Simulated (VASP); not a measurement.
# TiGe4Mo (P4/mmm) in VASP: notebook

Runs on TiGe4Mo. Level: PBE. Tasks: single point.

All numbers are computed with VASP 6.6.1; they aren't measurements. Logs are shortened: lines on timing, memory, paths and dates and some standing lists are left out, and cuts for length are marked.

### Step 1. The cell of the first run

The structure is tetragonal, space group P4/mmm (No. 123). Conventional cell: a = 3.339 Å, b = 3.339 Å, c = 8.497 Å, α = 90.00°, β = 90.00°, γ = 90.00°. Within 3.6 Å of Ti (site symmetry 4/mmm) lie 10 Ge at 2.75 to 2.89 Å and 4 Ti at 3.34 Å. Within 3.6 Å of Ge (site symmetry 4mm) lie 4 Ti at 2.75 Å and 9 Ge at 2.78 to 3.34 Å and 1 Mo at 2.83 Å. Ge (site symmetry 4mm) has 9 Ge at 2.72 to 3.34 Å and 4 Mo at 2.72 Å and 1 Ti at 2.89 Å within 3.6 Å. Mo (site symmetry 4/mmm) has 10 Ge at 2.72 to 2.83 Å and 4 Mo at 3.34 Å within 3.6 Å.

### Step 2. Single point, PBE

Contents of INCAR:

```
PREC = Accurate ; ENCUT = 520
EDIFF = 1E-6 ; ISMEAR = 0
SIGMA = 0.2 ; LREAL = False
LASPH = True ; NELM = 60
ALGO = Normal ; ISIF = 2
LWAVE = False ; LCHARG = False
GGA = PE ; NBANDS = 94
```

Contents of KPOINTS:

```
regular mesh
0
Gamma
  6 4 4
```

Contents of POSCAR:

```
TiGe4Mo
1.0
    0.0000000000     -3.3387941000      0.0000000000
   -6.6775882000      0.0000000000      0.0000000000
    0.0000000000      0.0000000000     -8.4967963000
Ti Ge Mo
2 8 2
Direct
    0.5000000000      0.7500000000      0.5000000000
    0.5000000000      0.2500000000      0.5000000000
    0.0000000000      0.0000000000      0.3334910000
    0.0000000000      0.5000000000      0.3334910000
    0.5000000000      0.7500000000      0.8400750000
    0.5000000000      0.2500000000      0.8400750000
    0.0000000000      0.0000000000      0.6665090000
    0.0000000000      0.5000000000      0.6665090000
    0.5000000000      0.7500000000      0.1599250000
    0.5000000000      0.2500000000      0.1599250000
    0.0000000000      0.0000000000      0.0000000000
    0.0000000000      0.5000000000      0.0000000000
```

Potentials or basis: VASP PAW PBE potentials, release 64 (Ti_sv, Ge_d, Mo_sv).

Run with:

```console
$ cat potpaw_PBE.64/Ti_sv/POTCAR potpaw_PBE.64/Ge_d/POTCAR potpaw_PBE.64/Mo_sv/POTCAR > POTCAR
$ mpirun -np 1 vasp_std > vasp.out
```

OUTCAR:

```text
PREC = Accurate
   ENCUT = 520
   EDIFF = 1E-6
   ISMEAR = 0
   LREAL = False
   LASPH = True
   NELM = 60
   ISIF = 2
   GGA = PE

 ion  position               nearest neighbor table
   1  0.500  0.750  0.500-   3 2.75   4 2.75   7 2.75   8 2.75   3 2.75   4 2.75   7 2.75   8 2.75
                             5 2.89   9 2.89
   2  0.500  0.250  0.500-   3 2.75   4 2.75   7 2.75   8 2.75   3 2.75   4 2.75   7 2.75   8 2.75
                             6 2.89  10 2.89
   3  0.000  0.000  0.333-   1 2.75   2 2.75   1 2.75   2 2.75   9 2.78  10 2.78   9 2.78  10 2.78
                             7 2.83  11 2.83
   4  0.000  0.500  0.333-   1 2.75   2 2.75   1 2.75   2 2.75   9 2.78  10 2.78   9 2.78  10 2.78
                             8 2.83  12 2.83
   5  0.500  0.750  0.840-   9 2.72  11 2.72  12 2.72  11 2.72  12 2.72   7 2.78   8 2.78   8 2.78
                             7 2.78   1 2.89
   6  0.500  0.250  0.840-  10 2.72  11 2.72  12 2.72  11 2.72  12 2.72   7 2.78   8 2.78   8 2.78
                             7 2.78   2 2.89
   7  0.000  0.000  0.667-   1 2.75   2 2.75   1 2.75   2 2.75   5 2.78   6 2.78   5 2.78   6 2.78
                             3 2.83  11 2.83
   8  0.000  0.500  0.667-   1 2.75   2 2.75   1 2.75   2 2.75   5 2.78   6 2.78   5 2.78   6 2.78
                             4 2.83  12 2.83
   9  0.500  0.750  0.160-   5 2.72  11 2.72  12 2.72  11 2.72  12 2.72   3 2.78   4 2.78   4 2.78
                             3 2.78   1 2.89
  10  0.500  0.250  0.160-   6 2.72  11 2.72  12 2.72  11 2.72  12 2.72   3 2.78   4 2.78   4 2.78
                             3 2.78   2 2.89
  11  0.000  0.000  0.000-   5 2.72   6 2.72   9 2.72  10 2.72   5 2.72   6 2.72   9 2.72  10 2.72
                             3 2.83   7 2.83  12 3.34  12 3.34
  12  0.000  0.500  0.000-   5 2.72   6 2.72   9 2.72  10 2.72   5 2.72   6 2.72   9 2.72  10 2.72
                             4 2.83   8 2.83  11 3.34  11 3.34

  LATTYP: Found a simple orthorhombic cell.
 ALAT       =     3.3387941000
 B/A-ratio  =     2.0000000000
 C/A-ratio  =     2.5448698079

  Lattice vectors:

 A1 = (   0.0000000000,  -3.3387941000,   0.0000000000)
 A2 = (  -6.6775882000,   0.0000000000,   0.0000000000)
 A3 = (   0.0000000000,   0.0000000000,  -8.4967963000)

Analysis of symmetry for initial positions (statically):
=====================================================================
 Subroutine PRICEL returns following result:

  LATTYP: Found a simple tetragonal cell.
 ALAT       =     3.3387941000
 C/A-ratio  =     2.5448698079

  Lattice vectors:

 A1 = (   0.0000000000,  -3.3387941000,   0.0000000000)
 A2 = (  -3.3387941000,   0.0000000000,   0.0000000000)
 A3 = (   0.0000000000,   0.0000000000,  -8.4967963000)

   2 primitive cells build up your supercell.

 Routine SETGRP: Setting up the symmetry group for a
 simple orthorhombic supercell.

 Subroutine GETGRP returns: Found  8 space group operations
 (whereof  8 operations were pure point group operations)
 out of a pool of  8 trial point group operations.

The static configuration has the point symmetry D_2h.

Analysis of symmetry for dynamics (positions and initial velocities):
=====================================================================
 Subroutine PRICEL returns following result:

  LATTYP: Found a simple tetragonal cell.
 ALAT       =     3.3387941000
 C/A-ratio  =     2.5448698079

  Lattice vectors:

 A1 = (   0.0000000000,  -3.3387941000,   0.0000000000)
 A2 = (  -3.3387941000,   0.0000000000,   0.0000000000)
 A3 = (   0.0000000000,   0.0000000000,  -8.4967963000)

   2 primitive cells build up your supercell.

 Routine SETGRP: Setting up the symmetry group for a
 simple orthorhombic supercell.

 Subroutine GETGRP returns: Found  8 space group operations
 (whereof  8 operations were pure point group operations)
 out of a pool of  8 trial point group operations.

The dynamic configuration has the point symmetry D_2h.

 Subroutine INISYM returns: Found  8 space group operations
 (whereof  8 operations are pure point group operations),
 and found     2 'primitive' translations

----------------------------------------------------------------------------------------

                                     Primitive cell

  volume of cell :      94.7184

  direct lattice vectors                    reciprocal lattice vectors
     0.000000000 -3.338794100  0.000000000     0.000000000 -0.299509335  0.000000000
    -3.338794100  0.000000000  0.000000000    -0.299509335  0.000000000  0.000000000
     0.000000000  0.000000000 -8.496796300     0.000000000  0.000000000 -0.117691417

  length of vectors
     3.338794100  3.338794100  8.496796300     0.299509335  0.299509335  0.117691417

  position of ions in fractional coordinates (direct lattice)
     0.500000000  0.500000000  0.500000000
     0.000000000  0.000000000  0.333491000
     0.500000000  0.500000000  0.840075000
     0.000000000  0.000000000  0.666509000
     0.500000000  0.500000000  0.159925000
     0.000000000  0.000000000  0.000000000

  ion indices of the primitive-cell ions
   primitive index   ion index
                 1           1
                 2           3
                 3           5
                 4           7
                 5           9
                 6          11

----------------------------------------------------------------------------------------

 KPOINTS: regular mesh

Automatic generation of k-mesh.
 Grid dimensions read from file:
 generate k-points for:    6    4    4

 Generating k-lattice:

  Cartesian coordinates                     Fractional coordinates (reciprocal lattice)
     0.000000000 -0.049918222  0.000000000     0.166666667  0.000000000  0.000000000
    -0.037438667  0.000000000  0.000000000     0.000000000  0.250000000  0.000000000
     0.000000000  0.000000000 -0.029422854     0.000000000  0.000000000  0.250000000

  Length of vectors
     0.049918222  0.037438667  0.029422854

  Shift w.r.t. Gamma in fractional coordinates (k-lattice)
     0.000000000  0.000000000  0.000000000

 Subroutine IBZKPT returns following result:
 ===========================================

 Found     36 irreducible k-points:

 Following reciprocal coordinates:
            Coordinates               Weight
  0.000000  0.000000  0.000000      1.000000
  0.166667  0.000000  0.000000      2.000000
  0.333333  0.000000  0.000000      2.000000
  0.500000  0.000000  0.000000      1.000000
  0.000000  0.250000  0.000000      2.000000
  0.166667  0.250000  0.000000      4.000000
[... 16 lines left out ...]
  0.333333  0.500000  0.250000      4.000000
  0.500000  0.500000  0.250000      2.000000
 [... further k-points ...]
   k-points           NKPTS =     36   k-points in BZ     NKDIM =     36   number of bands    NBANDS=     94
   number of dos      NEDOS =    301   number of ions     NIONS =     12
   total plane-waves  NPLWV =  89600
   dimension x,y,z NGX =    28 NGY =   50 NGZ =   64
   dimension x,y,z NGXF=    56 NGYF=  100 NGZF=  128
   ions per type =               2   8   2
   NGX,Y,Z   is equivalent  to a cutoff of  13.94, 12.45, 12.52 a.u.
   NGXF,Y,Z  is equivalent  to a cutoff of  27.88, 24.90, 25.04 a.u.
 SYSTEM =  unknown system
   PREC   = accura    normal or accurate (medium, high low for compatibility)
   ISTART =      0    job   : 0-new  1-cont  2-samecut
   ICHARG =      2    charge: 1-file 2-atom 10-const
   ISPIN  =      1    spin polarized calculation?
   LNONCOLLINEAR =      F non collinear calculations
   LSORBIT =      F    spin-orbit coupling
   LASPH  =      T    aspherical Exc in radial PAW
   ENCUT  =  520.0 eV  38.22 Ry    6.18 a.u.   6.21 12.42 15.80*2*pi/ulx,y,z
   NELM   =     60;   NELMIN=  2; NELMDL= -5     # of ELM steps
   EDIFF  = 0.1E-05   stopping-criterion for ELM
   LREAL  =      F    real-space projection
   EDIFFG = 0.1E-04   stopping-criterion for IOM
   NSW    =      0    number of steps for IOM
   IBRION =     -1    ionic relax: 0-MD 1-quasi-New 2-CG
   NFREE  =      0    steps in history (QN), initial steepest desc. (CG)
   ISIF   =      2    stress and relaxation
   ISYM   =      2    0-nonsym 1-usesym 2-fastsym
   POTIM  = 0.5000    time-step for ionic-motion
   TEBEG  =    0.0;   TEEND  =   0.0 temperature during run
   PSTRESS=    0.0 pullay stress
   NELECT =     164.0000    total number of electrons
   NUPDOWN=      -1.0000    fix difference up-down
   EMIN   =  10.00;   EMAX   =-10.00  energy-range for DOS
   EFERMI =   0.00;   METHOD = LEGACY
   ISMEAR =     0;   SIGMA  =   0.20  broadening in eV -4-tet -1-fermi 0-gaus
   EFERMI_NEDOS =   21; number of points for ismear=-14 and -15
   IALGO  =     38    algorithm
   IMIX   =      4    mixing-type and parameters
     AMIX     =   0.40;   BMIX     =  1.00
     AMIX_MAG =   1.60;   BMIX_MAG =  1.00
  volume/ion in A,a.u.               =      15.79       106.53
  Fermi-wavevector in a.u.,A,eV,Ry     =   1.560275  2.948493 33.122834  2.434460
  Thomas-Fermi vector in A             =   2.663511
   LORBIT       =      0    0 simple, 1 ext, 2 COOP (PROOUT), +10 PAW based schemes
   GGA     = PE    functional components
   LHFCALC =     F    Hartree Fock is set to
   AEXX    =    0.0000 exact exchange contribution
   IVDW    =     0    specifies the selected vdW correction
   LEPSILON=     F    determine dielectric tensor
   LRPA    =     F    only Hartree local field effects (RPA)
 non-spin polarized calculation
 Gauss-broadening in eV      SIGMA  =   0.20
  energy-cutoff  :      520.00
  volume of cell :      189.44
 maximum number of plane-waves:      5148
 NGX is ok and might be reduce to    28

 number of electron     163.9999946 magnetization

 Free energy of the ion-electron system (eV)
  ---------------------------------------------------
  ext. energy  EPLUGINS =         0.00000000
  ---------------------------------------------------
  free energy    TOTEN  =       -76.27916879 eV

  energy without entropy =      -76.18351780  energy(sigma->0) =      -76.23134329

 E-fermi :   9.0411     XC(G=0): -12.3690

 val. band max:        9.0334490799   @ k =   0.3333   0.5000   0.0000
 cond. band min:       9.0586479888   @ k =   0.0000   0.0000   0.0000
 fundamental gap:      0.0251989089
 Fermi energy:         9.0410879196

 k-point     1 :       0.0000    0.0000    0.0000
  band No.  band energies     occupation
      1     -51.6464      2.00000
      2     -51.6365      2.00000
      3     -47.5209      2.00000
      4     -47.5130      2.00000
      5     -25.8512      2.00000
      6     -25.7713      2.00000
[... 86 lines left out ...]
     93      12.5185      0.00000
     94      12.6098      0.00000

 k-point     2 :       0.1667    0.0000    0.0000
  band No.  band energies     occupation
      1     -51.6439      2.00000
      2     -51.6341      2.00000
      3     -47.5189      2.00000
      4     -47.5111      2.00000
      5     -25.8458      2.00000
      6     -25.7666      2.00000
[... 2123 lines left out ...]
     93      11.7727      0.00000
     94      11.7727      0.00000

 k-point    24 :       0.5000    0.5000    0.2500
  band No.  band energies     occupation
      1     -51.6317      2.00000
      2     -51.6317      2.00000
      3     -47.5092      2.00000
      4     -47.5092      2.00000
      5     -25.8425      2.00000
      6     -25.8425      2.00000
[... 86 lines left out ...]
     93      12.0976      0.00000
     94      12.0996      0.00000

 [... further k-points ...]
[... 5 lines left out ...]
  --------------------------------------------------------------------------------------
  -------------------------------------------------------------------------------------
  Total       -0.1199370      0.5453872      0.2784964     -0.0000000      0.0000000      0.0000000
  in kB       -1.0143771      4.6126557      2.3554058     -0.0000000      0.0000000      0.0000000
  external PRESSURE =       1.9845615 kB  Pullay stress =       0.0000000 kB

 VOLUME and BASIS-vectors are now :
 -----------------------------------------------------------------------------
  energy-cutoff  :      520.00
  volume of cell :      189.44
      direct lattice vectors                 reciprocal lattice vectors
     0.000000000 -3.338794100  0.000000000     0.000000000 -0.299509335  0.000000000
    -6.677588200  0.000000000  0.000000000    -0.149754667  0.000000000  0.000000000
     0.000000000  0.000000000 -8.496796300     0.000000000  0.000000000 -0.117691417

 POSITION                                       TOTAL-FORCE (eV/Angst)
 -----------------------------------------------------------------------------------
     -5.00819     -1.66940     -4.24840        -0.000000     -0.000000      0.000000
     -1.66940     -1.66940     -4.24840        -0.000000     -0.000000      0.000000
      0.00000      0.00000     -2.83361         0.000000      0.000000      0.006510
     -3.33879      0.00000     -2.83361        -0.000000      0.000000      0.006510
     -5.00819     -1.66940     -7.13795        -0.000000      0.000000     -0.015230
     -1.66940     -1.66940     -7.13795         0.000000      0.000000     -0.015230
      0.00000      0.00000     -5.66319         0.000000     -0.000000     -0.006510
     -3.33879      0.00000     -5.66319        -0.000000     -0.000000     -0.006510
     -5.00819     -1.66940     -1.35885         0.000000      0.000000      0.015230
     -1.66940     -1.66940     -1.35885         0.000000      0.000000      0.015230
      0.00000      0.00000      0.00000        -0.000000      0.000000      0.000000
     -3.33879      0.00000      0.00000        -0.000000      0.000000      0.000000
 -----------------------------------------------------------------------------------
    total drift:                               -0.000000     -0.000000     -0.000000

  FREE ENERGIE OF THE ION-ELECTRON SYSTEM (eV)
  ---------------------------------------------------
  free  energy   TOTEN  =       -76.2791687911 eV

  energy  without entropy=      -76.1835177987  energy(sigma->0) =      -76.23134329
```

It took 17 min on 1 thread of Intel Xeon Platinum 8259CL at 2.50GHz (Skylake/Cascade Lake), shared host; peak memory 0.6 GiB.

Results:

```
Free energy            : -76.2792 eV
Pressure               : 0.2 GPa
Largest force          : 0.015 eV/Å
Band gap on the k mesh : zero (band 82 reaches 9.72 eV, above the bottom of band 83 at 8.30 eV)
```

Forces on the atoms (eV/Å):
```
Ti   0.000  0.000  0.000
Ti   0.000  0.000  0.000
Ge   0.000  0.000  0.007
Ge   0.000  0.000  0.007
Ge   0.000  0.000 -0.015
Ge   0.000  0.000 -0.015
Ge   0.000  0.000 -0.007
Ge   0.000  0.000 -0.007
Ge   0.000  0.000  0.015
Ge   0.000  0.000  0.015
Mo   0.000  0.000  0.000
Mo   0.000  0.000  0.000
```

Levels at points of the mesh, in eV from the Fermi level:
```tsv
k point	band 80	band 81	band 82	band 83	band 84	band 85
(0.00, 0.00, 0.00)	0.20	0.20	0.62	0.62	0.68	1.30
(0.50, 0.00, 0.00)	-0.71	-0.71	-0.19	0.02	1.30	1.91
(0.00, 0.50, 0.00)	-0.58	0.35	0.35	0.92	0.92	0.94
(0.50, 0.50, 0.00)	-1.26	-1.09	-1.09	-0.74	-0.74	1.82
(0.00, 0.00, 0.50)	-0.41	0.32	0.68	1.18	1.34	1.40
(0.50, 0.00, 0.50)	-0.85	-0.61	-0.41	-0.06	0.33	0.75
(0.00, 0.50, 0.50)	-0.19	0.63	0.63	0.65	0.65	1.34
(0.50, 0.50, 0.50)	-1.23	-0.72	-0.72	-0.30	-0.30	0.36
```

### Step 3. Single point, PBE, collinear spin, ferromagnetic start

This run uses another cell than the first one: it holds 6 atoms, not 12.

Contents of INCAR:

```
PREC = Accurate
ENCUT = 520
EDIFF = 1E-6
ISMEAR = 0
SIGMA = 0.1
LREAL = F
LASPH = T
NELM = 150
ALGO = Normal
ISIF = 2
LWAVE = F
LCHARG = F
ISPIN = 2
MAGMOM = 1 0 0 0 0 1
LORBIT = 11
LMAXMIX = 4
GGA = PE
NBANDS = 54
```

Contents of KPOINTS:

```
Automatic mesh
0
Gamma
  6 6 2
```

Contents of POSCAR:

```
TiGe4Mo
1.0
    3.3387941000      0.0000000000      0.0000000000
    0.0000000000      3.3387941000      0.0000000000
    0.0000000000      0.0000000000      8.4967963000
Ti Ge Mo
1 4 1
Direct
    0.5000000000      0.5000000000      0.5000000000
    0.0000000000      0.0000000000      0.6665090000
    0.5000000000      0.5000000000      0.1599250000
    0.0000000000      0.0000000000      0.3334910000
    0.5000000000      0.5000000000      0.8400750000
    0.0000000000      0.0000000000      0.0000000000
```

Potentials or basis: VASP PAW PBE potentials, release 64 (Ti_sv, Ge_d, Mo_sv).

Run with:

```console
$ cat potpaw_PBE.64/Ti_sv/POTCAR potpaw_PBE.64/Ge_d/POTCAR potpaw_PBE.64/Mo_sv/POTCAR > POTCAR
$ mpirun -np 1 vasp_std > vasp.out
```

Run time: 7.2 min. Hardware: 1 thread of Oxide Virtual Turin-like, shared host; peak memory 0.31 GiB.

It converged, with:

* Free energy: -38.1542 eV
* Pressure: 0.4 GPa
* Largest force: 0.085 eV/Å
* Band gap on the k mesh: zero (filled and empty bands overlap)
* Net moment: 0.00 μB per cell
* Valence electrons inside the program's atomic spheres: Ti 10.25; Ge 12.36, 12.39; Mo 12.39

Forces in eV/Å, atoms in the order of the input:
```
Ti   0.000  0.000  0.000
Ge   0.000  0.000 -0.085
Ge   0.000  0.000  0.007
Ge   0.000  0.000  0.085
Ge   0.000  0.000 -0.007
Mo   0.000  0.000  0.000
```

Stress tensor (GPa, compression positive):
```
0.40 0.00 0.00
0.00 0.40 0.00
0.00 0.00 0.27
```

Levels at points of the mesh, in eV from the Fermi level:
Spin up:
```tsv
k point	band 38	band 39	band 40	band 41	band 42	band 43	band 44	band 45
(0.00, 0.00, 0.00)	-0.41	0.27	0.27	0.69	0.69	0.72	2.02	3.00
(0.50, 0.00, 0.00)	-1.48	-0.99	-0.11	0.06	1.38	1.94	2.65	2.66
(0.50, 0.50, 0.00)	-2.90	-1.56	-1.56	-0.63	-0.63	2.10	2.24	2.60
(0.00, 0.00, 0.50)	-0.42	-0.35	-0.35	0.72	1.25	1.42	2.02	2.18
(0.50, 0.00, 0.50)	-1.47	-0.54	-0.34	0.38	1.48	2.08	2.63	3.02
(0.50, 0.50, 0.50)	-1.79	-1.46	-1.46	-0.78	-0.78	-0.01	0.82	2.10
```
Spin down:
```
           k point  band 37  band 38  band 39  band 40  band 41  band 42  band 43  band 44  band 45  band 46
(0.00, 0.00, 0.00)    -0.45    -0.41     0.27     0.27     0.69     0.69     0.72     2.02     3.00     3.01
(0.50, 0.00, 0.00)    -1.75    -1.48    -0.99    -0.11     0.06     1.38     1.94     2.65     2.66     2.87
(0.50, 0.50, 0.00)    -3.05    -2.90    -1.56    -1.56    -0.63    -0.63     2.11     2.24     2.60     2.90
(0.00, 0.00, 0.50)    -0.85    -0.42    -0.35    -0.35     0.72     1.25     1.42     2.02     2.18     2.18
(0.50, 0.00, 0.50)    -1.76    -1.47    -0.54    -0.34     0.38     1.48     2.08     2.63     3.02     3.04
(0.50, 0.50, 0.50)    -2.23    -1.79    -1.46    -1.46    -0.78    -0.78    -0.01     0.82     2.11     2.90
```

Caveat: the k points lie up to 0.37 Å⁻¹ apart.

[end of part 1 of 2]
